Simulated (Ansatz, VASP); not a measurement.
## One calculation of Ga, two programs

Contents of INCAR:

```
ALGO = Fast ; EDIFF = 1E-7
ENCUT = 520 ; ISIF = 2
ISMEAR = 0 ; LASPH = True
LCHARG = False ; LREAL = False
LWAVE = False ; NBANDS = 34
NELM = 80 ; PREC = Accurate
SIGMA = 0.15
```

KPOINTS

```
k-points
0
Gamma
  10 10 10
```

POSCAR

```
Ga
1.0
    2.2085777266     -3.7454996903     -0.0828216647
    2.2085777266      3.7454996903     -0.0828216647
   -0.1664652323      0.0000000000      3.7732119326
Ga
4
Direct
    0.1560190462      0.8439809538      0.0845038705
    0.6560190462      0.3439809538      0.4154961295
    0.8439809538      0.1560190462      0.9154961295
    0.3439809538      0.6560190462      0.5845038705
```

Input for Ansatz:

```yaml
crystal:
  lattice:
    - [2.2085777266, -3.7454996903, -0.0828216647]
    - [2.2085777266, 3.7454996903, -0.0828216647]
    - [-0.1664652323, 0.0, 3.7732119326]
  atoms:
    - { symbol: Ga, position: [0.1560190462, 0.8439809538, 0.0845038705] }
    - { symbol: Ga, position: [0.6560190462, 0.3439809538, 0.4154961295] }
    - { symbol: Ga, position: [0.8439809538, 0.1560190462, 0.9154961295] }
    - { symbol: Ga, position: [0.3439809538, 0.6560190462, 0.5845038705] }
basis:
  ecutwfc: 420
kpoints:
  mp_grid: { grid: [10, 10, 10] }
hamiltonian:
  xc: lda
  pseudopotentials: { kind: paw }
scf:
  occupations: { method: gaussian, width: 0.15 }
output:
  forces: true
  stress: true
  eigenvalues: true
```

Change from the starting cell: engineering shear strain xz -0.0750, normal strain along z -0.1500.

Alike in both runs: task single point; functional LDA; k mesh 10 × 10 × 10; occupations gaussian, width 0.15 eV; no spin polarisation.

|  | VASP | Ansatz |
| --- | --- | --- |
| version | VASP 6.6.1 | Ansatz 0.2.0 |
| potentials or method | VASP PAW LDA potentials, release 64 (Ga_d), cutoff 520 eV | scalar-relativistic, plane waves, PAW |
| valence electrons in the cell | 52 | 52 |

Ansatz gave:

```
gap on the k mesh at the Fermi level (eV)                     : none
pressure (GPa)                                                : 19.2
traceless stress, the component that is largest in VASP (GPa) : 10.36
rms of the force components (eV/Å)                            : 0.780
```

Q: What did VASP give for the same quantities?

A: gap on the k mesh at the Fermi level (eV): none; pressure (GPa): 19.7; traceless stress, the component that is largest in VASP (GPa): 10.46; rms of the force components (eV/Å): 0.794.

LDA's correlation is that of Perdew and Zunger in VASP and of Perdew and Wang (1992) in Ansatz. Atom by atom the forces differ by 0.014 eV/Å (rms over components). A gap of «none» marks a metal or a gap that the smearing closes.
